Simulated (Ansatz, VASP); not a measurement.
One calculation of AlN, two programs

INCAR

```
ALGO = Normal ; EDIFF = 1E-6
ENCUT = 520 ; GGA = PS
ISIF = 2 ; ISMEAR = 0
LASPH = True ; LCHARG = False
LREAL = False ; LWAVE = False
NBANDS = 26 ; NELM = 60
PREC = Accurate ; SIGMA = 0.05
```

KPOINTS

```
k-points
0
Gamma
  6 6 6
```

The input POSCAR:

```
AlN
1.0
    4.3771405283      0.0000000000      0.0000000000
    0.0000000000     -4.3771405283      0.0000000000
    0.0000000000      0.0000000000     -4.3771405283
Al N
4 4
Direct
   -0.0203547165     -0.1151436644     -0.0203547165
    0.5000000000      0.5000000000      0.0000000000
    0.5000000000      0.0000000000      0.5000000000
    0.0000000000      0.5000000000      0.5000000000
    0.7500000000      0.7500000000      0.7500000000
    0.2500000000      0.2500000000      0.7500000000
    0.2500000000      0.7500000000      0.2500000000
    0.7500000000      0.2500000000      0.2500000000
```

Input for Ansatz:

```yaml
crystal:
  lattice:
    - [4.3771405283, 0.0, 0.0]
    - [0.0, -4.3771405283, 0.0]
    - [0.0, 0.0, -4.3771405283]
  atoms:
    - { symbol: Al, position: [-0.0203547165, -0.1151436644, -0.0203547165] }
    - { symbol: Al, position: [0.5, 0.5, 0.0] }
    - { symbol: Al, position: [0.5, 0.0, 0.5] }
    - { symbol: Al, position: [0.0, 0.5, 0.5] }
    - { symbol: "N", position: [0.75, 0.75, 0.75] }
    - { symbol: "N", position: [0.25, 0.25, 0.75] }
    - { symbol: "N", position: [0.25, 0.75, 0.25] }
    - { symbol: "N", position: [0.75, 0.25, 0.25] }
basis:
  ecutwfc: 420
kpoints:
  mp_grid: { grid: [6, 6, 6] }
hamiltonian:
  xc: pbesol
  pseudopotentials: { kind: paw, azcp: { folder: soft_1 } }
scf:
  occupations: { method: gaussian, width: 0.05 }
output:
  forces: true
  stress: true
  eigenvalues: true
  write_density: true
  write_potential: true
  elf: true
  volumetric_format: npy
```

Alike in both runs: task single point; functional PBEsol; k mesh 6 × 6 × 6; occupations gaussian, width 0.05 eV; no spin polarisation.

```csv
,VASP,Ansatz
version,VASP 6.6.1,Ansatz 0.2.0
potentials or method,"VASP PAW PBE potentials, release 64 (Al, N), cutoff 520 eV","scalar-relativistic, plane waves, PAW"
valence electrons in the cell,32,32
```

```tsv
	VASP	Ansatz	Ansatz less VASP
gap on the k mesh at the Fermi level (eV)	1.27	1.28	+0.008
least direct gap on the mesh (eV)	1.36	1.37	+0.009
pressure (GPa)	10.0	9.8	-0.20
traceless stress, the component that is largest in VASP (GPa)	-14.18	-13.88	+0.300
rms of the force components (eV/Å)	3.511	3.471	-0.0396
```

VASP's potentials were made for PBE, not for PBEsol, and Ansatz warns of the same on its side. Atom by atom the forces differ by 0.043 eV/Å (rms over components). With one functional, cell and mesh, what is left measures potentials, basis and numerics.
